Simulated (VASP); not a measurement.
Wanted: the native input for a VASP 6.6.1 run.

```
Task                   : single point
Functional             : PBE
Potentials or basis    : VASP PAW PBE potentials, release 64 (Ti_sv, Ta_sv_GW, N)
Cutoff                 : 700 eV
k mesh                 : 10 × 10 × 8
Occupations            : gaussian, width 0.1 eV
Spin                   : no spin polarisation
Dipole correction      : no
Further INCAR settings : ALGO = Normal; EDIFF = 1e-06; NBANDS = 39
```

The structure of TaTiN lies in POSCAR:

```
TaTiN
1.0
    3.8971825583      0.0000000000      0.0000000000
    0.0000000000      3.8971825583      0.0000000000
    0.0000000000      0.0000000000      5.7226231846
Ti Ta N
2 2 2
Direct
    0.0000000000      0.0000000000      0.7500000000
    0.0000000000      0.0000000000      0.2500000000
    0.5000000000      0.5000000000      0.0000000000
    0.5000000000      0.5000000000      0.5000000000
    0.5000000000      0.0000000000      0.5000000000
    0.0000000000      0.5000000000      0.0000000000
```

The cell was generated, and may not be a known phase.

One way to write it, as run:

INCAR

```
SYSTEM = TaTiN
PREC = Accurate
ENCUT = 700
EDIFF = 1E-6
ISMEAR = 0
SIGMA = 0.1
LREAL = .FALSE.
LASPH = .TRUE.
NELM = 120
ALGO = Normal
ISIF = 2
LWAVE = .FALSE.
LCHARG = .TRUE.
GGA = PE
LELF = .TRUE.
LVHAR = .TRUE.
NBANDS = 39
GGA_COMPAT = .FALSE.
```

KPOINTS

```
regular mesh
0
G
  10 10 8
  0 0 0
```

Potentials or basis: VASP PAW PBE potentials, release 64 (Ti_sv, Ta_sv_GW, N).

Run with:

```console
$ cat potpaw_PBE.64/Ti_sv/POTCAR potpaw_PBE.64/Ta_sv_GW/POTCAR potpaw_PBE.64/N/POTCAR > POTCAR
$ mpirun -np 1 vasp_std > vasp.out
```

Results of the run:

| Quantity | Value |
| --- | --- |
| Pressure | 0.0 GPa |
| Band gap on the k mesh | zero (bands 30 and 31 overlap by 0.48 eV) |

Caveat: spin-orbit coupling is left out, which moves the levels of the heavy elements.

It took 7.9 min on 1 thread of AMD EPYC 9R45 96-Core Processor (Zen 5), with other jobs on the host, peak memory 0.59 GiB.
